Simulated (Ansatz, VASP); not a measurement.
**SiO2: VASP beside Ansatz**

Contents of INCAR:

```
  ALGO = Normal
  DIPOL = 0.5 0.5 0.500
  EDIFF = 1E-7
  ENCUT = 520
  GGA = PE
  IDIPOL = 3
  ISIF = 2
  ISMEAR = 0
  ISPIN = 2
  IVDW = 12
  LASPH = T
  LCHARG = F
  LDIPOL = T
  LORBIT = 11
  LREAL = F
  LWAVE = F
  MAGMOM = 0 0 1 1 1 1
  NBANDS = 29
  NELM = 150
  PREC = Accurate
  SIGMA = 0.1
```

The input KPOINTS:

```
k-points
0
Gamma
  4 4 1
```

POSCAR

```
SiO2
1.0
    3.7925757000      0.0000000000      0.0000000000
    0.0000000000      3.7925757000      0.0000000000
    0.0000000000      0.0000000000     18.0000000000
Si O
2 4
Direct
    0.0000000000      0.0000000000      0.4141480900
    0.5000000000      0.5000000000      0.5858519100
    0.0000000000      0.5000000000      0.4154166700
    0.5000000000      0.0000000000      0.4154166700
    0.5000000000      0.0000000000      0.5845833300
    0.0000000000      0.5000000000      0.5845833300
```

Input for Ansatz:

```yaml
crystal:
  lattice:
    - [3.7925757, 0.0, 0.0]
    - [0.0, 3.7925757, 0.0]
    - [0.0, 0.0, 18.0]
  atoms:
    - { symbol: Si, position: [0.0, 0.0, 0.41414809] }
    - { symbol: Si, position: [0.5, 0.5, 0.58585191] }
    - { symbol: O, position: [0.0, 0.5, 0.41541667], spin: 1.0 }
    - { symbol: O, position: [0.5, 0.0, 0.41541667], spin: 1.0 }
    - { symbol: O, position: [0.5, 0.0, 0.58458333], spin: 1.0 }
    - { symbol: O, position: [0.0, 0.5, 0.58458333], spin: 1.0 }
  periodic: [true, true, false]
basis:
  ecutwfc: 420
kpoints:
  mp_grid: { grid: [4, 4, 1] }
hamiltonian:
  xc: pbe
  dispersion: d3bj
scf:
  occupations: { method: gaussian, width: 0.1 }
  lower_state_search: "off"
output:
  forces: true
  stress: true
  eigenvalues: true
  populations: true
magnetization:
  spin_polarized: true
```

Alike in both runs: task single point; functional PBE; dispersion D3(BJ); k mesh 4 × 4 × 1; occupations gaussian, width 0.1 eV; collinear spin.

|  | VASP | Ansatz |
| --- | --- | --- |
| version | VASP 6.6.1 | Ansatz 0.2.0 |
| potentials or method | VASP PAW PBE potentials, release 64 (Si, O), cutoff 520 eV | scalar-relativistic, plane waves, PAW |
| valence electrons in the cell | 32 | 32 |

Ansatz gave:

```
gap on the k mesh at the Fermi level (eV) : none
rms of the force components (eV/Å)        : 0.171
net moment per atom (μB)                  : 0.00
```

**Question.** Estimate VASP's values.

**Answer.** gap on the k mesh at the Fermi level (eV): none; rms of the force components (eV/Å): 0.170; net moment per atom (μB): 0.00.

Atom by atom the forces differ by 0.001 eV/Å (rms over components). A gap of «none» marks a metal or a gap that the smearing closes. Ansatz's warnings: filled band counts differ across k points, seeded moment not kept, slab cell height set.

The k mesh is coarse, so the values compare programs but aren't converged.
